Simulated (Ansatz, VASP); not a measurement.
**Two plane-wave programs on CrIrO4**

File INCAR:

```
PREC = Accurate
ENCUT = 520
EDIFF = 1E-6
ISMEAR = 0
SIGMA = 0.05
LREAL = F
LASPH = T
NELM = 150
ALGO = Normal
ISIF = 2
LWAVE = F
LCHARG = F
ISPIN = 2
MAGMOM = 3 4 0 0 0 0
LORBIT = 11
LMAXMIX = 4
LDAU = T
LDAUTYPE = 1
LDAUL = 2 2 -1
LDAUU = 6 6 0
LDAUJ = 0.5 0.5 0
LDAUPRINT = 1
NBANDS = 36
```

The input KPOINTS:

```
Automatic mesh
0
Gamma
  4 4 6
```

Contents of POSCAR:

```
CrIrO4
1.0
    3.1512759500     -3.1679963600      0.0000000000
    3.1512759500      3.1679963600      0.0000000000
    0.0000000000      0.0000000000      3.0650749000
Cr Ir O
1 1 4
Direct
    0.0000000000      0.0000000000      0.5000000000
    0.5000000000      0.5000000000      0.0000000000
    0.8092463800      0.8092463800      0.0000000000
    0.6982636500      0.3017363500      0.5000000000
    0.1907536200      0.1907536200      0.0000000000
    0.3017363500      0.6982636500      0.5000000000
```

Input for Ansatz:

```yaml
crystal:
  lattice:
    - [3.15127595, -3.16799636, 0.0]
    - [3.15127595, 3.16799636, 0.0]
    - [0.0, 0.0, 3.0650749]
  atoms:
    - { symbol: Cr, position: [0.0, 0.0, 0.5], spin: 3.0 }
    - { symbol: Ir, position: [0.5, 0.5, 0.0], spin: 4.0 }
    - { symbol: O, position: [0.80924638, 0.80924638, 0.0] }
    - { symbol: O, position: [0.69826365, 0.30173635, 0.5] }
    - { symbol: O, position: [0.19075362, 0.19075362, 0.0] }
    - { symbol: O, position: [0.30173635, 0.69826365, 0.5] }
basis:
  ecutwfc: 420
  ecutrho_ratio: 4
kpoints:
  mp_grid: { grid: [4, 4, 6] }
hamiltonian:
  xc: lda
  hubbard:
    sites:
      - { site: 0, l: d, u: 6.0, j: 0.5 }
      - { site: 1, l: d, u: 6.0, j: 0.5 }
scf:
  occupations: { method: gaussian, width: 0.05 }
  lower_state_search: "off"
  max_iter: 150
output:
  forces: true
  stress: true
  eigenvalues: true
  populations: true
  hubbard: { sites: [{ site: 0, l: d }, { site: 1, l: d }] }
magnetization:
  spin_polarized: true
```

Alike in both runs: task single point; functional LDA; k mesh 4 × 4 × 6; occupations gaussian, width 0.05 eV; collinear spin; Hubbard terms Cr d U = 6.0 eV, J = 0.5 eV, Ir d U = 6.0 eV, J = 0.5 eV.

```csv
,VASP,Ansatz
version,VASP 6.6.1,Ansatz 0.2.0
potentials or method,"VASP PAW LDA potentials, release 64 (Cr_pv, Ir, O), cutoff 520 eV","scalar-relativistic, plane waves, PAW"
valence electrons in the cell,45,55
```

Ansatz gave:

| Item | Value |
| --- | --- |
| gap on the k mesh at the Fermi level (eV) | none |
| pressure (GPa) | -4.8 |
| traceless stress, the component that is largest in VASP (GPa) | -4.56 |
| rms of the force components (eV/Å) | 0.431 |
| net moment per atom (μB) | 0.52 |
| size of the moment on the site where the two differ most (μB) | 2.26 |

Q: Which values does VASP return?

A: gap on the k mesh at the Fermi level (eV): none; pressure (GPa): -6.3; traceless stress, the component that is largest in VASP (GPa): -2.15; rms of the force components (eV/Å): 0.445; net moment per atom (μB): 0.51; size of the moment on the site where the two differ most (μB): 2.63.

LDA's correlation is that of Perdew and Zunger in VASP and of Perdew and Wang (1992) in Ansatz. Site moments also hang on the region over which each program counts them. The programs project onto different local orbitals, so the same U acts differently, and such runs can settle in different states. Atom by atom the forces differ by 0.015 eV/Å (rms over components). A gap of «none» marks a metal or a gap that the smearing closes. VASP's potentials hold 45 valence electrons a cell and Ansatz's 55, so a difference there can come from the potentials and not from the codes. Ansatz's warnings: filled band counts differ across k points.

Neither program's run includes spin-orbit coupling.
